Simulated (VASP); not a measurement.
A run of VASP 6.6.1 is set up as follows.

The input POSCAR:

```
KZnF3
1.0
    4.0500000000      0.0000000000      0.0000000000
    0.0000000000      4.0500000000      0.0000000000
    0.0000000000      0.0000000000      4.0500000000
K Zn F
1 1 3
Direct
    0.0000000000      0.0000000000      0.0000000000
    0.5000000000      0.5000000000      0.5000000000
    0.5000000000      0.5000000000      0.0000000000
    0.0000000000      0.5000000000      0.5000000000
    0.5000000000      0.0000000000      0.5000000000
```

File INCAR.step1:

```
SYSTEM = KZnF3
ALGO     = Normal         ! electronic algorithm
EDIFF    = 1E-4           ! SCF threshold, eV
ENCUT    = 520            ! plane-wave cutoff, eV
GGA      = PE             ! functional
ISMEAR   = -1             ! smearing method
LASPH    = .True.         ! aspherical terms in the spheres
LCHARG   = .False.        ! write CHGCAR
LREAL    = .False.        ! projectors in reciprocal space
LWAVE    = .True.         ! write WAVECAR
NBANDS   = 29             ! bands
NELM     = 80             ! most SCF steps
PREC     = Accurate       ! precision mode
SIGMA    = 0.02           ! smearing width, eV
```

INCAR.step2

```
SYSTEM = KZnF3
ALGO     = Normal         ! electronic algorithm
EDIFF    = 1E-8           ! SCF threshold, eV
ENCUT    = 520            ! plane-wave cutoff, eV
ISIF     = 2              ! what is computed and relaxed
ISMEAR   = -1             ! smearing method
ISTART   = 1            
LASPH    = .True.         ! aspherical terms in the spheres
LCHARG   = .False.        ! write CHGCAR
LEFG     = .True.       
LMIXTAU  = .True.       
LREAL    = .False.        ! projectors in reciprocal space
LWAVE    = .False.        ! write WAVECAR
METAGGA  = R2SCAN         ! meta-GGA
NBANDS   = 29             ! bands
NELM     = 80             ! most SCF steps
PREC     = Accurate       ! precision mode
SIGMA    = 0.02           ! smearing width, eV
```

The input KPOINTS:

```
k-points
0
Gamma
  6 6 6
  0 0 0
```

Potentials or basis: VASP PAW PBE potentials, release 64 (K_sv, Zn, F).

The run is started by

```sh
$ cat potpaw_PBE.64/K_sv/POTCAR potpaw_PBE.64/Zn/POTCAR potpaw_PBE.64/F/POTCAR > POTCAR
$ cp INCAR.step1 INCAR
$ mpirun -np 1 vasp_std > vasp.out
$ cp INCAR.step2 INCAR
$ mpirun -np 1 vasp_std > vasp.out
```

Estimate the pressure.

0.0 GPa.

Predict the band gap on the k mesh.

4.58 eV (least direct gap 6.56 eV).

Electric field gradients, principal values (V/Å²):
| atom | least | middle | greatest (by size) |
| --- | --- | --- | --- |
| 1 K | 0.000 | 0.000 | 0.000 |
| 2 Zn | 0.000 | 0.000 | 0.000 |
| 3 F | -46.695 | -46.695 | 93.389 |
| 4 F | -46.695 | -46.695 | 93.389 |
| 5 F | -46.695 | -46.695 | 93.389 |

Caveat: without QUAD_EFG the Cq values of the log hold for a quadrupole moment of 1 mb, not for the nuclei; the PAW data sets were made with another functional, which shifts forces and pressure a little. A k mesh can miss the band edges.
